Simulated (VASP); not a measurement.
# B5P (C2/m) in VASP: further runs

The runs below take B5P through single point, relaxation of cell and atoms, with PBE.

Program: VASP 6.6.1. These are calculated values, not measurements. Logs are shortened: lines on timing, memory, paths and dates and some standing lists are left out, and cuts for length are marked.

**1. The cell of the first run**

The structure is monoclinic, space group C2/m (No. 12). The conventional cell has a = 8.474 Å, b = 5.937 Å, c = 5.101 Å, α = 90.00°, β = 125.57°, γ = 90.00°. B (site symmetry 1) has 4 B at 1.70 to 1.84 Å and 2 P at 1.97 to 2.13 Å within 2.3 Å. Within 2.3 Å of B (site symmetry m) lie 5 B at 1.70 to 1.84 Å and 1 P at 2.13 Å. Within 2.3 Å of B (site symmetry 1) lie 5 B at 1.70 to 2.01 Å and 1 P at 2.19 Å. Within 2.6 Å of P (site symmetry m) lie 7 B at 1.97 to 2.19 Å.

**2. Single point, PBE**

File INCAR:

```
SYSTEM = B5P
PREC = Accurate ; ENCUT = 500
EDIFF = 1E-6 ; ISMEAR = 0
SIGMA = 0.1 ; LREAL = .False.
LASPH = .True. ; NELM = 120
ALGO = Normal ; ISIF = 2
LWAVE = .False. ; LCHARG = .True.
GGA = PE ; LELF = .True.
LVHAR = .True. ; NBANDS = 32
GGA_COMPAT = .False.
```

File KPOINTS:

```
regular mesh
0
Gamma
  8 8 8
  0 0 0
```

File POSCAR:

```
B5P
1.0
    4.2371166887     -2.9687091142     -0.0008105562
    4.2371166887      2.9687091142     -0.0008105562
   -2.9668593886      0.0000000000      4.1496289460
B P
10 2
Direct
    0.8201001292      0.3183205386      0.9295595297
    0.3183205386      0.8201001292      0.9295595297
    0.1798998708      0.6816794614      0.0704404703
    0.6816794614      0.1798998708      0.0704404703
    0.0045976704      0.0045976704      0.6705353439
    0.9954023296      0.9954023296      0.3294646561
    0.9974755897      0.6591001377      0.6644437053
    0.0025244103      0.3408998623      0.3355562947
    0.6591001377      0.9974755897      0.6644437053
    0.3408998623      0.0025244103      0.3355562947
    0.2905403782      0.2905403782      0.1036121256
    0.7094596218      0.7094596218      0.8963878744
```

Potentials or basis: VASP PAW PBE potentials, release 64 (B, P).

Run with:

```console
$ cat potpaw_PBE.64/B/POTCAR potpaw_PBE.64/P/POTCAR > POTCAR
$ mpirun -np 1 vasp_std > vasp.out
```

OUTCAR:

```text
SYSTEM = B5P
   PREC = Accurate
   ENCUT = 500
   EDIFF = 1E-6
   ISMEAR = 0
   LREAL = .False.
   LASPH = .True.
   NELM = 120
   ISIF = 2
   GGA = PE

 ion  position               nearest neighbor table
   1  0.820  0.318  0.930-   4 1.70   9 1.73   8 1.78   5 1.84  12 1.97  11 2.13
   2  0.318  0.820  0.930-   3 1.70   7 1.73  10 1.78   5 1.84  12 1.97  11 2.13
   3  0.180  0.682  0.070-   2 1.70  10 1.73   7 1.78   6 1.84  11 1.97  12 2.13
   4  0.682  0.180  0.070-   1 1.70   8 1.73   9 1.78   6 1.84  11 1.97  12 2.13
   5  0.005  0.005  0.671-   6 1.70   7 1.79   9 1.79   2 1.84   1 1.84  11 2.13
   6  0.995  0.995  0.329-   5 1.70   8 1.79  10 1.79   4 1.84   3 1.84  12 2.13
   7  0.997  0.659  0.664-   8 1.70   2 1.73   3 1.78   5 1.79   9 2.01  12 2.19
   8  0.003  0.341  0.336-   7 1.70   4 1.73   1 1.78   6 1.79  10 2.01  11 2.19
   9  0.659  0.997  0.664-  10 1.70   1 1.73   4 1.78   5 1.79   7 2.01  12 2.19
  10  0.341  0.003  0.336-   9 1.70   3 1.73   2 1.78   6 1.79   8 2.01  11 2.19
  11  0.291  0.291  0.104-   3 1.97   4 1.97   5 2.13   2 2.13   1 2.13   8 2.19  10 2.19
  12  0.709  0.709  0.896-   1 1.97   2 1.97   6 2.13   4 2.13   3 2.13   7 2.19   9 2.19

  LATTYP: Found a base centered monoclinic cell.
 ALAT       =     8.4742335325
 B/A-ratio  =     0.7006436872
 C/A-ratio  =     0.6019593940
 COS(beta)  =    -0.5817622232

  Lattice vectors:

 A1 = (   4.2371166887,  -2.9687091142,  -0.0008105562)
 A2 = (   4.2371166887,   2.9687091142,  -0.0008105562)
 A3 = (  -2.9668593886,   0.0000000000,   4.1496289460)

Analysis of symmetry for initial positions (statically):
=====================================================================
 Subroutine PRICEL returns:
 Original cell was already a primitive cell.

 Routine SETGRP: Setting up the symmetry group for a
 base centered monoclinic supercell.

 Subroutine GETGRP returns: Found  4 space group operations
 (whereof  4 operations were pure point group operations)
 out of a pool of  4 trial point group operations.

The static configuration has the point symmetry C_2h.

Analysis of symmetry for dynamics (positions and initial velocities):
=====================================================================
 Subroutine PRICEL returns:
 Original cell was already a primitive cell.

 Routine SETGRP: Setting up the symmetry group for a
[... 136 lines left out ...]
   PSTRESS=    0.0 pullay stress
   NELECT =      40.0000    total number of electrons
   NUPDOWN=      -1.0000    fix difference up-down
   EMIN   =  10.00;   EMAX   =-10.00  energy-range for DOS
   EFERMI =   0.00;   METHOD = LEGACY
   ISMEAR =     0;   SIGMA  =   0.10  broadening in eV -4-tet -1-fermi 0-gaus
   EFERMI_NEDOS =   21; number of points for ismear=-14 and -15
   IALGO  =     38    algorithm
   IMIX   =      4    mixing-type and parameters
     AMIX     =   0.40;   BMIX     =  1.00
     AMIX_MAG =   1.60;   BMIX_MAG =  1.00
  volume/ion in A,a.u.               =       8.70        58.70
  Fermi-wavevector in a.u.,A,eV,Ry     =   1.189110  2.247093 19.238415  1.413984
  Thomas-Fermi vector in A             =   2.325225
   LORBIT       =      0    0 simple, 1 ext, 2 COOP (PROOUT), +10 PAW based schemes
   GGA     = PE    functional components
   LHFCALC =     F    Hartree Fock is set to
   AEXX    =    0.0000 exact exchange contribution
   IVDW    =     0    specifies the selected vdW correction
   LEPSILON=     F    determine dielectric tensor
   LRPA    =     F    only Hartree local field effects (RPA)
 non-spin polarized calculation
 Gauss-broadening in eV      SIGMA  =   0.10
  energy-cutoff  :      500.00
  volume of cell :      104.38
 maximum number of plane-waves:      2672
 NGX is ok and might be reduce to    40
   NGX = 19   NGY = 19   NGZ = 19

 number of electron      40.0000000 magnetization

 Free energy of the ion-electron system (eV)
  ---------------------------------------------------
  ext. energy  EPLUGINS =         0.00000000
  ---------------------------------------------------
  free energy    TOTEN  =       -75.98195340 eV

  energy without entropy =      -75.97565009  energy(sigma->0) =      -75.97880175

 E-fermi :   7.2444     XC(G=0): -11.2918

 val. band max:        7.2419848660   @ k =   0.1250   0.0000   0.3750
 cond. band min:       7.2868220623   @ k =  -0.2500  -0.2500   0.2500
 fundamental gap:      0.0448371963
 Fermi energy:         7.2443578857

 k-point     1 :       0.0000    0.0000    0.0000
  band No.  band energies     occupation
      1      -9.6432      2.00000
      2      -5.3238      2.00000
      3      -4.3376      2.00000
      4      -3.9076      2.00000
      5      -3.4887      2.00000
      6      -2.8920      2.00000
[... 829 lines left out ...]
     31      14.1834      0.00000
     32      14.5283      0.00000

 [... further k-points ...]

------------------------ aborting loop because EDIFF is reached ----------------------------------------

  FORCE on cell =-STRESS in cart. coord.  units (eV):
  Direction    XX          YY          ZZ          XY          YZ          ZX
  --------------------------------------------------------------------------------------
  -------------------------------------------------------------------------------------
  Total       -0.0466788     -0.0873297     -0.0109948      0.0000000      0.0000000     -0.0162454
  in kB       -0.7164942     -1.3404622     -0.1687645      0.0000000      0.0000000     -0.2493575
  external PRESSURE =      -0.7419070 kB  Pullay stress =       0.0000000 kB

 VOLUME and BASIS-vectors are now :
 -----------------------------------------------------------------------------
  energy-cutoff  :      500.00
  volume of cell :      104.38
      direct lattice vectors                 reciprocal lattice vectors
     4.237116689 -2.968709114 -0.000810556     0.118020917 -0.168423372  0.084381392
     4.237116689  2.968709114 -0.000810556     0.118020917  0.168423372  0.084381392
    -2.966859389  0.000000000  4.149628946     0.000046107  0.000000000  0.241018367

 POSITION                                       TOTAL-FORCE (eV/Angst)
 -----------------------------------------------------------------------------------
      2.06575     -1.48964      3.85640         0.018513     -0.000368      0.001158
      2.06575      1.48964      3.85640         0.018513      0.000368      0.001158
      3.44163      1.48964      0.29160        -0.018513      0.000368     -0.001158
      3.44163     -1.48964      0.29160        -0.018513     -0.000368     -0.001158
     -1.95042      0.00000      2.78247         0.011599      0.000000      0.006742
      7.45780      0.00000      1.36554        -0.011599      0.000000     -0.006742
      5.04779     -1.00454      2.75585        -0.008813      0.001611     -0.004483
      0.45958      1.00454      1.39216         0.008813     -0.001611      0.004483
      5.04779      1.00454      2.75585        -0.008813     -0.001611     -0.004483
      0.45958     -1.00454      1.39216         0.008813      0.001611      0.004483
      2.15470      0.00000      0.42948        -0.018160      0.000000     -0.007685
      3.35267      0.00000      3.71853         0.018160      0.000000      0.007685
 -----------------------------------------------------------------------------------
    total drift:                                0.000000      0.000000     -0.000000

  FREE ENERGIE OF THE ION-ELECTRON SYSTEM (eV)
  ---------------------------------------------------
  free  energy   TOTEN  =       -75.9819534015 eV

  energy  without entropy=      -75.9756500911  energy(sigma->0) =      -75.97880175
```

OSZICAR:

```text
N       E                     dE             d eps       ncg     rms          rms(c)
DAV:   1     0.898962044124E+02    0.89896E+02   -0.17877E+04  9600   0.110E+03
DAV:   2    -0.748833347955E+02   -0.16478E+03   -0.15733E+03 12072   0.209E+02
DAV:   3    -0.818832771758E+02   -0.69999E+01   -0.69138E+01 12896   0.390E+01
DAV:   4    -0.819478941401E+02   -0.64617E-01   -0.64542E-01 12480   0.402E+00
DAV:   5    -0.819487438172E+02   -0.84968E-03   -0.84957E-03 12808   0.451E-01    0.149E+01
DAV:   6    -0.765242606692E+02    0.54245E+01   -0.91539E+00 11544   0.138E+01    0.813E+00
DAV:   7    -0.760405522816E+02    0.48371E+00   -0.27741E+00 12624   0.727E+00    0.290E+00
DAV:   8    -0.759844949912E+02    0.56057E-01   -0.23458E-01 11328   0.237E+00    0.104E+00
DAV:   9    -0.759807190211E+02    0.37760E-02   -0.33801E-02 11808   0.911E-01    0.367E-01
DAV:  10    -0.759816829177E+02   -0.96390E-03   -0.29517E-03 11984   0.261E-01    0.230E-01
DAV:  11    -0.759819548562E+02   -0.27194E-03   -0.40553E-04 11784   0.104E-01    0.200E-02
DAV:  12    -0.759819467617E+02    0.80945E-05   -0.47414E-05 12168   0.326E-02    0.205E-02
DAV:  13    -0.759819531147E+02   -0.63531E-05   -0.91178E-06 11936   0.152E-02    0.270E-03
DAV:  14    -0.759819534015E+02   -0.28674E-06   -0.63602E-07  8288   0.437E-03
   1 F= -.75981953E+02 E0= -.75978802E+02  d E =-.630331E-02
```

Wall time 14 min (1 thread of Oxide Virtual Turin-like, shared host); peak memory 0.43 GiB.

What came out:

```yaml
Free_energy: -75.9820 eV
Pressure: -0.1 GPa
Largest_force: 0.020 eV/Å
Band_gap_on_the_k_mesh: zero (bands 20 and 21 overlap by 0.75 eV)
```

Forces in eV/Å, atoms in the order of the input:
```
B    0.019  0.000  0.001
B    0.019  0.000  0.001
B   -0.019  0.000 -0.001
B   -0.019  0.000 -0.001
B    0.012  0.000  0.007
B   -0.012  0.000 -0.007
B   -0.009  0.002 -0.004
B    0.009 -0.002  0.004
B   -0.009 -0.002 -0.004
B    0.009  0.002  0.004
P   -0.018  0.000 -0.008
P    0.018  0.000  0.008
```

Stress tensor (GPa, compression positive):
```
-0.07  0.00 -0.02
 0.00 -0.13  0.00
-0.02  0.00 -0.02
```

Caveat: semilocal functionals underestimate gaps, and a narrow one can read as zero.

**3. Relaxation of cell and atoms, PBE**

File INCAR:

```
ALGO = Normal ; EDIFF = 1E-7
EDIFFG = -0.01 ; ENCUT = 500
GGA = PE ; GGA_COMPAT = False
IBRION = 2 ; ISIF = 3
ISMEAR = 0 ; LASPH = True
LCHARG = False ; LREAL = False
LWAVE = False ; NELM = 120
NELMIN = 4 ; NSW = 100
PREC = Accurate ; SIGMA = 0.1
```

File KPOINTS:

```
k-points
0
Gamma
  8 8 8
```

File POSCAR:

```
B5P
1.0
    4.2450185698     -2.9647384826      0.0000000000
    4.2450185698      2.9647384826      0.0000000000
   -2.9715981705      0.0000000000      4.1514680505
B P
10 2
Direct
    0.8198093812      0.3182117632      0.9291792106
    0.3182117632      0.8198093812      0.9291792106
    0.1801906188      0.6817882368      0.0708207894
    0.6817882368      0.1801906188      0.0708207894
    0.0047171458      0.0047171458      0.6706181330
    0.9952828542      0.9952828542      0.3293818670
    0.9987660279      0.6590257786      0.6646635750
    0.0012339721      0.3409742214      0.3353364250
    0.6590257786      0.9987660279      0.6646635750
    0.3409742214      0.0012339721      0.3353364250
    0.2898806869      0.2898806869      0.1022543350
    0.7101193131      0.7101193131      0.8977456650
```

Potentials or basis: VASP PAW PBE potentials, release 64 (B, P).

Run with:

```console
$ cat potpaw_PBE.64/B/POTCAR potpaw_PBE.64/P/POTCAR > POTCAR
$ mpirun -np 1 vasp_std > vasp.out
```

Wall time 46 min (1 thread of Oxide Virtual Turin-like, shared host); peak memory 0.42 GiB.

Results (log left out):

```yaml
Free_energy: -75.9821 eV
Relaxed_volume: 8.69 Å³/atom
Relaxed_cell: a = 5.173 Å, b = 5.173 Å, c = 5.101 Å, α = 118.45°, β = 118.45°, γ = 70.02°
Space_group_after_relaxing_to_0.1_Å: C2/m (No. 12)
Energy_gained_by_relaxing: 0.2 meV/atom
Ionic_steps: 8
Pressure_after_relaxing: 0.0 GPa
Largest_force_after_relaxing: 0.006 eV/Å
Band_gap_on_the_k_mesh: zero (bands 20 and 21 overlap by 0.75 eV)
```

Forces on the atoms (eV/Å):
```
B    0.005 -0.003  0.000
B    0.005  0.003  0.000
B   -0.005  0.003  0.000
B   -0.005 -0.003  0.000
B    0.001  0.000  0.000
B   -0.001  0.000  0.000
B   -0.001 -0.001 -0.001
B    0.001  0.001  0.001
B   -0.001  0.001 -0.001
B    0.001 -0.001  0.001
P    0.001  0.000 -0.002
P   -0.001  0.000  0.002
```

Step by step:
```
step  energy change (eV)  largest force (eV/Å)  pressure (GPa)  volume (Å³)
   1              0.0000                0.0833           -0.16       104.50
   2             -0.0016                0.0478            0.00       104.37
   3             -0.0017                0.0350           -0.03       104.39
   4             -0.0019                0.0308            0.00       104.36
   5             -0.0019                0.0290            0.00       104.36
   6             -0.0021                0.0159            0.00       104.34
   7             -0.0021                0.0153           -0.01       104.33
   8             -0.0021                0.0056            0.01       104.32
```

Final structure:
```
B P
1.0
     4.23670   -2.96749   -0.00067
     4.23670    2.96749   -0.00067
    -2.96643    0.00000    4.14939
B P
10 2
Direct
  0.82005 0.31847 0.92957
  0.31847 0.82005 0.92957
  0.17995 0.68153 0.07043
  0.68153 0.17995 0.07043
  0.00469 0.00469 0.67063
  0.99531 0.99531 0.32937
  0.99746 0.65910 0.66445
  0.00254 0.34090 0.33555
  0.65910 0.99746 0.66445
  0.34090 0.00254 0.33555
  0.29034 0.29034 0.10350
  0.70966 0.70966 0.89650
```

Levels at points of the mesh, in eV from the Fermi level:
| k point | band 16 | band 17 | band 18 | band 19 | band 20 | band 21 | band 22 | band 23 | band 24 | band 25 |
| --- | --- | --- | --- | --- | --- | --- | --- | --- | --- | --- |
| (0.00, 0.00, 0.00) | -3.52 | -2.29 | -1.50 | -0.92 | -0.69 | 0.51 | 2.24 | 3.40 | 3.71 | 5.04 |
| (0.50, 0.00, 0.00) | -3.72 | -3.45 | -1.77 | -1.46 | -1.45 | 0.81 | 1.74 | 1.83 | 2.99 | 3.35 |
| (0.50, 0.50, 0.00) | -3.80 | -3.59 | -2.94 | -2.45 | -0.79 | 0.81 | 1.26 | 1.65 | 1.84 | 3.32 |
| (0.00, 0.00, 0.50) | -3.53 | -3.15 | -2.22 | -0.76 | -0.21 | 0.47 | 1.75 | 2.32 | 3.22 | 3.33 |
| (0.50, 0.00, 0.50) | -3.87 | -3.70 | -3.01 | -1.91 | -1.47 | 0.53 | 1.21 | 2.41 | 2.74 | 3.87 |
| (0.50, 0.50, 0.50) | -3.36 | -2.98 | -2.61 | -1.89 | -1.36 | 1.17 | 1.45 | 2.49 | 2.86 | 3.38 |

Caveat: semilocal functionals underestimate gaps, and a narrow one can read as zero.

The gap in the log of VASP goes by the Fermi energy; the results here count the filled bands.